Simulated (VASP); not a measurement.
**Al3Zn2GaO8: single point with PBEsol**

Al3Zn2GaO8:

```
Zn Ga Al O
1.0
     0.00000    4.06908    4.06908
     4.06908    0.00000    4.06908
     4.06908    4.06908    0.00000
Zn Ga Al O
2 1 3 8
Direct
  0.13098 0.13212 0.10870
  0.82281 0.89195 0.89714
  0.46342 0.53754 0.51512
  0.53039 0.48661 0.97316
  0.49963 0.97662 0.50230
  0.95534 0.50462 0.49957
  0.27723 0.23681 0.28911
  0.28021 0.26843 0.71280
  0.25464 0.69573 0.27522
  0.69321 0.24869 0.29210
  0.73352 0.77450 0.29433
  0.72933 0.72103 0.72330
  0.69916 0.28699 0.77917
  0.28715 0.73390 0.72249
```

- Program: VASP 6.6.1
- Task: single point
- Functional: PBEsol
- Potentials or basis: VASP PAW PBE potentials, release 64 (Zn, Ga_d, Al, O)
- Cutoff: 520 eV
- k mesh: 2 × 2 × 2, shifted
- Occupations: fermi-dirac, width 0.05 eV
- Spin: no spin polarisation
- Dipole correction: no
- Further INCAR settings: ALGO = Normal; EDIFF = 1e-06; NBANDS = 60

```yaml
Pressure: 16.4 GPa
Largest_force: 9.038 eV/Å
Band_gap_on_the_k_mesh: 3.38 eV (least direct gap 3.47 eV)
```

Forces on the atoms (eV/Å):
```
Zn   0.689  0.535 -1.213
Zn  -1.984  0.077  0.050
Ga  -7.747 -1.869 -2.362
Al   8.145  2.204 -3.237
Al   5.870 -1.010  2.369
Al  -3.029  4.068  3.077
O    0.563 -3.063 -0.749
O   -0.394 -0.624 -2.886
O   -0.458 -2.263  0.861
O   -1.027  0.127  2.511
O   -4.719 -0.740 -0.807
O    2.322  1.886  1.062
O   -5.617 -0.063  1.614
O    7.387  0.735 -0.292
```

Stress tensor (GPa, compression positive):
```
30.62  3.36  2.25
 3.36 11.25 -1.87
 2.25 -1.87  7.23
```

Levels at points of the mesh, in eV from the valence-band top:
```tsv
k point	band 45	band 46	band 47	band 48	band 49	band 50
(0.25, 0.25, 0.25)	-1.03	-0.26	0.00	3.47	5.58	6.29
```

Wall time 7.5 min on 1 thread of Intel Xeon 8259CL (shared host), peak memory 0.39 GiB.

Caveat: the k points lie up to 0.67 Å⁻¹ apart; the PAW data sets were made with another functional, which shifts forces and pressure a little; a shifted mesh leaves out Γ, where band edges can lie. A k mesh can miss the band edges.
